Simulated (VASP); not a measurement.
# BaTe (Fm-3m) in VASP: further runs, part 2 of 2

VASP 6.6.1. The steps go on from the part before.

**4. Electric field gradients, PBE**

This run uses another cell than the first one, of 39.65 Å³/atom, 1.053 times its volume.

INCAR reads:

```
PREC = Accurate ; ENCUT = 520
EDIFF = 1E-8 ; ISMEAR = -1
SIGMA = 0.05 ; LREAL = False
LASPH = True ; NELM = 100
ALGO = Normal ; ISIF = 2
LWAVE = False ; LCHARG = False
GGA = PE ; LEFG = True
NBANDS = 15
```

KPOINTS reads:

```
regular mesh
0
Gamma
  10 10 10
```

POSCAR reads:

```
BaTe
1.0
    0.0000000000      3.4100000000      3.4100000000
    3.4100000000      0.0000000000      3.4100000000
    3.4100000000      3.4100000000      0.0000000000
Ba Te
1 1
Direct
    0.0000000000      0.0000000000      0.0000000000
    0.5000000000      0.5000000000      0.5000000000
```

Potentials or basis: VASP PAW PBE potentials, release 64 (Ba_sv, Te).

Command:

```
> cat potpaw_PBE.64/Ba_sv/POTCAR potpaw_PBE.64/Te/POTCAR > POTCAR
> mpirun -np 1 vasp_std > vasp.out
```

OUTCAR:

```text
PREC = Accurate
   ENCUT = 520
   EDIFF = 1E-8
   ISMEAR = -1
   LREAL = False
   LASPH = True
   NELM = 100
   ISIF = 2
   GGA = PE

 ion  position               nearest neighbor table
   1  0.000  0.000  0.000-   2 3.41   2 3.41   2 3.41   2 3.41   2 3.41   2 3.41
   2  0.500  0.500  0.500-   1 3.41   1 3.41   1 3.41   1 3.41   1 3.41   1 3.41

  LATTYP: Found a face centered cubic cell.
 ALAT       =     6.8200000000

  Lattice vectors:

 A1 = (   0.0000000000,   3.4100000000,   3.4100000000)
 A2 = (   3.4100000000,   0.0000000000,   3.4100000000)
 A3 = (   3.4100000000,   3.4100000000,   0.0000000000)

Analysis of symmetry for initial positions (statically):
=====================================================================
 Subroutine PRICEL returns:
 Original cell was already a primitive cell.

 Routine SETGRP: Setting up the symmetry group for a
 face centered cubic supercell.

 Subroutine GETGRP returns: Found 48 space group operations
 (whereof 48 operations were pure point group operations)
 out of a pool of 48 trial point group operations.

The static configuration has the point symmetry O_h .

Analysis of symmetry for dynamics (positions and initial velocities):
=====================================================================
 Subroutine PRICEL returns:
 Original cell was already a primitive cell.

 Routine SETGRP: Setting up the symmetry group for a
 face centered cubic supercell.

 Subroutine GETGRP returns: Found 48 space group operations
 (whereof 48 operations were pure point group operations)
 out of a pool of 48 trial point group operations.

[... 574 lines left out ...]
      5      -6.5008      2.00000
      6       1.1857      2.00000
      7       2.2005      2.00000
      8       2.3028      2.00000
      9       4.5782      0.00000
     10       7.3308      0.00000
     11       7.6050      0.00000
     12       8.3893      0.00000
     13       8.4110      0.00000
     14       9.7570      0.00000
     15      11.1246      0.00000

 [... further k-points ...]

------------------------ aborting loop because EDIFF is reached ----------------------------------------

  FORCE on cell =-STRESS in cart. coord.  units (eV):
  Direction    XX          YY          ZZ          XY          YZ          ZX
  --------------------------------------------------------------------------------------
  -------------------------------------------------------------------------------------
  Total        2.0997384      2.0997384      2.0997384      0.0000000      0.0000000      0.0000000
  in kB       42.4211703     42.4211703     42.4211703      0.0000000      0.0000000      0.0000000
  external PRESSURE =      42.4211703 kB  Pullay stress =       0.0000000 kB

 VOLUME and BASIS-vectors are now :
 -----------------------------------------------------------------------------
  energy-cutoff  :      520.00
  volume of cell :       79.30
      direct lattice vectors                 reciprocal lattice vectors
     0.000000000  3.410000000  3.410000000    -0.146627566  0.146627566  0.146627566
     3.410000000  0.000000000  3.410000000     0.146627566 -0.146627566  0.146627566
     3.410000000  3.410000000  0.000000000     0.146627566  0.146627566 -0.146627566

 POSITION                                       TOTAL-FORCE (eV/Angst)
 -----------------------------------------------------------------------------------
      0.00000      0.00000      0.00000         0.000000      0.000000      0.000000
      3.41000      3.41000      3.41000        -0.000000     -0.000000     -0.000000
 -----------------------------------------------------------------------------------
    total drift:                                0.000000      0.000000      0.000000

  FREE ENERGIE OF THE ION-ELECTRON SYSTEM (eV)
  ---------------------------------------------------
  free  energy   TOTEN  =        -8.5129026088 eV

  energy  without entropy=       -8.5129025857  energy(sigma->0) =       -8.51290260

 Electric field gradients (V/A^2)
---------------------------------------------------------------------
 ion       V_xx      V_yy      V_zz      V_xy      V_xz      V_yz
---------------------------------------------------------------------
   1       0.000    -0.000     0.000    -0.000    -0.000    -0.000
   2      -0.000     0.000     0.000     0.000     0.000     0.000
---------------------------------------------------------------------

 Electric field gradients after diagonalization (V/A^2)
 (convention: |V_zz| > |V_xx| > |V_yy|)
----------------------------------------------------------------------
 ion       V_xx      V_yy      V_zz     asymmetry (V_yy - V_xx)/ V_zz
----------------------------------------------------------------------
   1       0.000     0.000    -0.000       0.000
   2      -0.000    -0.000     0.000       0.000
----------------------------------------------------------------------

           NMR quadrupolar parameters

 Cq : quadrupolar parameter    Cq=e*Q*V_zz/h
 eta: asymmetry parameters     (V_yy - V_xx)/ V_zz
 Q  : nuclear electric quadrupole moment in mb (millibarn)
----------------------------------------------------------------------
 ion       Cq(MHz)       eta       Q (mb)
----------------------------------------------------------------------
   1      -0.000       0.000       1.000
   2       0.000       0.000       1.000
----------------------------------------------------------------------
```

Wall time 42 s (1 thread of AMD EPYC 9R45 (Zen 5), shared host); peak memory 0.21 GiB.

Results:

```
Free energy            : -8.5129 eV
Pressure               : 4.2 GPa
Band gap on the k mesh : 1.33 eV, indirect (least direct gap 1.71 eV)
```

Caveat: without QUAD_EFG the Cq values of the log hold for a quadrupole moment of 1 mb, not for the nuclei; spin-orbit coupling is left out, which moves the levels of the heavy elements. A k mesh can miss the band edges.

**5. Electric field gradients, PBE**

This run uses another cell than the first one, of 39.65 Å³/atom, 1.053 times its volume.

INCAR reads:

```
SYSTEM = BaTe
  ALGO = Normal
  EDIFF = 1E-8
  ENCUT = 520
  GGA = PE
  ISIF = 2
  ISMEAR = -1
  LASPH = .TRUE.
  LCHARG = .FALSE.
  LEFG = .TRUE.
  LREAL = .FALSE.
  LWAVE = .FALSE.
  NBANDS = 15
  NELM = 100
  PREC = Accurate
  SIGMA = 0.05
```

KPOINTS reads:

```
k-points
0
G
  10 10 10
  0 0 0
```

POSCAR is that of step 4.

Potentials or basis: VASP PAW PBE potentials, release 64 (Ba_sv, Te).

Command:

```
> cat potpaw_PBE.64/Ba_sv/POTCAR potpaw_PBE.64/Te/POTCAR > POTCAR
> mpirun -np 1 vasp_std > vasp.out
```

OUTCAR:

```text
SYSTEM = BaTe
   EDIFF = 1E-8
   ENCUT = 520
   GGA = PE
   ISIF = 2
   ISMEAR = -1
   LASPH = .TRUE.
   LREAL = .FALSE.
   NELM = 100
   PREC = Accurate

 ion  position               nearest neighbor table
   1  0.000  0.000  0.000-   2 3.41   2 3.41   2 3.41   2 3.41   2 3.41   2 3.41
   2  0.500  0.500  0.500-   1 3.41   1 3.41   1 3.41   1 3.41   1 3.41   1 3.41

  LATTYP: Found a face centered cubic cell.
 ALAT       =     6.8200000000

  Lattice vectors:

 A1 = (   0.0000000000,   3.4100000000,   3.4100000000)
 A2 = (   3.4100000000,   0.0000000000,   3.4100000000)
 A3 = (   3.4100000000,   3.4100000000,   0.0000000000)

Analysis of symmetry for initial positions (statically):
=====================================================================
 Subroutine PRICEL returns:
 Original cell was already a primitive cell.

 Routine SETGRP: Setting up the symmetry group for a
 face centered cubic supercell.

[... 620 lines left out ...]
      direct lattice vectors                 reciprocal lattice vectors
     0.000000000  3.410000000  3.410000000    -0.146627566  0.146627566  0.146627566
     3.410000000  0.000000000  3.410000000     0.146627566 -0.146627566  0.146627566
     3.410000000  3.410000000  0.000000000     0.146627566  0.146627566 -0.146627566

 POSITION                                       TOTAL-FORCE (eV/Angst)
 -----------------------------------------------------------------------------------
      0.00000      0.00000      0.00000         0.000000      0.000000      0.000000
      3.41000      3.41000      3.41000        -0.000000     -0.000000     -0.000000
 -----------------------------------------------------------------------------------
    total drift:                                0.000000      0.000000      0.000000

  FREE ENERGIE OF THE ION-ELECTRON SYSTEM (eV)
  ---------------------------------------------------
  free  energy   TOTEN  =        -8.5129026088 eV

  energy  without entropy=       -8.5129025857  energy(sigma->0) =       -8.51290260

 Electric field gradients (V/A^2)
---------------------------------------------------------------------
 ion       V_xx      V_yy      V_zz      V_xy      V_xz      V_yz
---------------------------------------------------------------------
   1       0.000    -0.000     0.000    -0.000    -0.000    -0.000
   2      -0.000     0.000     0.000     0.000     0.000     0.000
---------------------------------------------------------------------

 Electric field gradients after diagonalization (V/A^2)
 (convention: |V_zz| > |V_xx| > |V_yy|)
----------------------------------------------------------------------
 ion       V_xx      V_yy      V_zz     asymmetry (V_yy - V_xx)/ V_zz
----------------------------------------------------------------------
   1       0.000     0.000    -0.000       0.000
   2      -0.000    -0.000     0.000       0.000
----------------------------------------------------------------------

           NMR quadrupolar parameters

 Cq : quadrupolar parameter    Cq=e*Q*V_zz/h
 eta: asymmetry parameters     (V_yy - V_xx)/ V_zz
 Q  : nuclear electric quadrupole moment in mb (millibarn)
----------------------------------------------------------------------
 ion       Cq(MHz)       eta       Q (mb)
----------------------------------------------------------------------
   1      -0.000       0.000       1.000
   2       0.000       0.000       1.000
----------------------------------------------------------------------
```

Run time: 42 s. Hardware: 1 thread of AMD EPYC 9R45 (Zen 5), shared host; peak memory 0.21 GiB.

What came out:

```yaml
Free_energy: -8.5129 eV
Pressure: 4.2 GPa
Band_gap_on_the_k_mesh: 1.33 eV, indirect (least direct gap 1.71 eV)
```

Caveat: without QUAD_EFG the Cq values of the log hold for a quadrupole moment of 1 mb, not for the nuclei; spin-orbit coupling is left out, which moves the levels of the heavy elements.

**6. Summary**

| cell | gap on the mesh (eV) | pressure (GPa) |
| --- | --- | --- |
| a = 4.741 Å, angles 60.0°, 2 atoms | 1.18 | 6.8 |
| a = 4.782 Å, angles 60.0°, 2 atoms | 1.26 | 5.5 |
| a = 4.822 Å, angles 60.0°, 2 atoms | 1.33 | 4.2 |

Alike in all rows: task electric field gradients; level PBE; potentials or basis VASP PAW PBE potentials, release 64 (Ba_sv, Te); no spin polarisation; k mesh 10 × 10 × 10; cutoff (eV) 520; smearing fermi-dirac 0.05 eV.

Caveats: spin-orbit coupling is left out, which moves the levels of the heavy elements.

Total energies depend on the potentials used, so only differences within one code and one set of settings carry meaning.
